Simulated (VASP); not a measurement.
# Re (P6_3/mmc) in VASP: notebook, part 2 of 2

VASP 6.6.1. Earlier steps stand in the parts before.

## Step 5: Single point, PBE

This run uses another cell than the first one, of 17.14 Å³/atom.

The input, INCAR:

```
PREC = Accurate ; ENCUT = 520
EDIFF = 1E-6 ; ISMEAR = 0
SIGMA = 0.15 ; LREAL = F
LASPH = T ; NELM = 60
ALGO = Fast ; ISIF = 2
LWAVE = F ; LCHARG = F
GGA = PE ; NBANDS = 14
```

The input, KPOINTS:

```
regular mesh
0
Gamma
  18 18 10
```

The input, POSCAR:

```
Re
1.0
    2.9136000000      0.0000000000      0.0000000000
   -1.4568000000      2.5232516165      0.0000000000
    0.0000000000      0.0000000000      4.6636000000
Re
2
Direct
    0.3333333333      0.6666666667      0.2500000000
    0.6666666667      0.3333333333      0.7500000000
```

Command:

```bash
$ cat potpaw_PBE.64/Re/POTCAR > POTCAR
$ mpirun -np 1 vasp_std > vasp.out
```

Wall time 86 s (1 thread of Intel Xeon Platinum 8259CL at 2.50GHz (Skylake/Cascade Lake), shared host); peak memory 0.23 GiB.

The run converged. Its results:

* Free energy: -24.2741 eV
* Pressure: -37.3 GPa
* Band gap on the k mesh: zero (bands 7 and 8 overlap by 2.50 eV)

Stress tensor (GPa, compression positive):
```
-37.85   0.00   0.00
  0.00 -37.85   0.00
  0.00   0.00 -36.35
```

Levels at points of the mesh, in eV from the Fermi level:
| k point | band 4 | band 5 | band 6 | band 7 | band 8 | band 9 | band 10 | band 11 |
| --- | --- | --- | --- | --- | --- | --- | --- | --- |
| (0.00, 0.00, 0.00) | -1.23 | -1.14 | -0.56 | -0.56 | 0.11 | 0.11 | 0.52 | 2.71 |
| (0.50, 0.00, 0.00) | -1.63 | -1.56 | -1.08 | -0.45 | 3.06 | 3.48 | 3.49 | 4.82 |
| (0.00, 0.00, 0.50) | -1.89 | -1.36 | -1.36 | -1.36 | -1.36 | 2.03 | 2.03 | 2.03 |
| (0.50, 0.00, 0.50) | -3.23 | 0.33 | 0.33 | 0.71 | 0.71 | 3.32 | 3.32 | 3.86 |

Caveat: the cell stands under tension; spin-orbit coupling is left out, which moves the levels of the heavy elements.

## Step 6: Single point, PBE

This run uses another cell than the first one, of 17.24 Å³/atom.

The input, INCAR:

```
SYSTEM = Re
  PREC = Accurate
  ENCUT = 520
  EDIFF = 1E-6
  ISMEAR = 0
  SIGMA = 0.15
  LREAL = .FALSE.
  LASPH = .TRUE.
  NELM = 100
  ALGO = Normal
  ISIF = 2
  LWAVE = .FALSE.
  LCHARG = .TRUE.
  GGA = PE
  LELF = .TRUE.
  LVHAR = .TRUE.
  NBANDS = 14
```

The input, KPOINTS:

```
regular mesh
0
G
  18 18 10
  0 0 0
```

The input, POSCAR:

```
Re
1.0
    2.8673000000      0.0000000000      0.0000000000
   -1.4336500000      2.4831546403      0.0000000000
    0.0000000000      0.0000000000      4.8430000000
Re
2
Direct
    0.3333333333      0.6666666667      0.2500000000
    0.6666666667      0.3333333333      0.7500000000
```

Potentials or basis: VASP PAW PBE potentials, release 64 (Re).

Command:

```bash
$ cat potpaw_PBE.64/Re/POTCAR > POTCAR
$ mpirun -np 1 vasp_std > vasp.out
```

OUTCAR:

```text
SYSTEM = Re
   PREC = Accurate
   ENCUT = 520
   EDIFF = 1E-6
   ISMEAR = 0
   LREAL = .FALSE.
   LASPH = .TRUE.
   NELM = 100
   ISIF = 2
   GGA = PE

 ion  position               nearest neighbor table
   1  0.333  0.667  0.250-   2 2.93   2 2.93   2 2.93   2 2.93   2 2.93   2 2.93
   2  0.667  0.333  0.750-   1 2.93   1 2.93   1 2.93   1 2.93   1 2.93   1 2.93

  LATTYP: Found a hexagonal cell.
 ALAT       =     2.8673000000
 C/A-ratio  =     1.6890454434

  Lattice vectors:

 A1 = (   2.8673000000,   0.0000000000,   0.0000000000)
 A2 = (  -1.4336500000,   2.4831546403,   0.0000000000)
[... 589 lines left out ...]
     11      10.7284      0.00000
     12      13.1842      0.00000
     13      14.4408      0.00000
     14      16.2565      0.00000

 [... further k-points ...]
[... 5 lines left out ...]
  --------------------------------------------------------------------------------------
  -------------------------------------------------------------------------------------
  Total       -7.2821462     -7.2821463     -9.9565798      0.0000000     -0.0000000      0.0000000
  in kB     -338.3596827   -338.3596827   -462.6253137      0.0000000     -0.0000000      0.0000000
  external PRESSURE =    -379.7815597 kB  Pullay stress =       0.0000000 kB

 VOLUME and BASIS-vectors are now :
 -----------------------------------------------------------------------------
  energy-cutoff  :      520.00
  volume of cell :       34.48
      direct lattice vectors                 reciprocal lattice vectors
     2.867300000  0.000000000  0.000000000     0.348760158  0.201356771  0.000000000
    -1.433650000  2.483154640  0.000000000     0.000000000  0.402713542  0.000000000
     0.000000000  0.000000000  4.843000000     0.000000000  0.000000000  0.206483585

 POSITION                                       TOTAL-FORCE (eV/Angst)
 -----------------------------------------------------------------------------------
     -0.00000      1.65544      1.21075         0.000000     -0.000000      0.000000
      1.43365      0.82772      3.63225        -0.000000      0.000000      0.000000
 -----------------------------------------------------------------------------------
    total drift:                               -0.000000      0.000000     -0.000000

  FREE ENERGIE OF THE ION-ELECTRON SYSTEM (eV)
  ---------------------------------------------------
  free  energy   TOTEN  =       -24.1867795216 eV

  energy  without entropy=      -24.1643250831  energy(sigma->0) =      -24.17555230
```

It took 88 s on 1 thread of Intel Xeon Platinum 8259CL at 2.50GHz (Skylake/Cascade Lake), shared host; peak memory 0.22 GiB.

What came out:

| Quantity | Value |
| --- | --- |
| Free energy | -24.1868 eV |
| Pressure | -38.0 GPa |
| Band gap on the k mesh | zero (bands 7 and 8 overlap by 2.35 eV) |

Caveat: the stress differs along the axes, from -46 to -34 GPa; spin-orbit coupling is left out, which moves the levels of the heavy elements.

## Step 7: The runs side by side

```tsv
cell	gap on the mesh (eV)	pressure (GPa)
a = 2.867, b = 2.867, c = 4.664 Å, angles 90.0, 90.0, 120.0°, 2 atoms	none	-31.0
a = 2.821, b = 2.821, c = 4.843 Å, angles 90.0, 90.0, 120.0°, 2 atoms	none	-31.1
a = 2.775, b = 2.775, c = 5.022 Å, angles 90.0, 90.0, 120.0°, 2 atoms	none	-28.9
a = 2.914, b = 2.914, c = 4.664 Å, angles 90.0, 90.0, 120.0°, 2 atoms	none	-37.3
a = 2.867, b = 2.867, c = 4.843 Å, angles 90.0, 90.0, 120.0°, 2 atoms	none	-38.0
```

Alike in all rows: task single point; level PBE; potentials or basis VASP PAW PBE potentials, release 64 (Re); no spin polarisation; k mesh 18 × 18 × 10; cutoff (eV) 520; smearing gaussian 0.15 eV.

Caveats: spin-orbit coupling is left out, which moves the levels of the heavy elements; the cell stands under tension (at least some runs); the stress differs along the axes, from -44 to -25 GPa (at least some runs); the stress differs along the axes, from -51 to -18 GPa (at least some runs); the stress differs along the axes, from -46 to -34 GPa (at least some runs).

Total energies depend on the potentials used, so only differences within one code and one set of settings carry meaning.
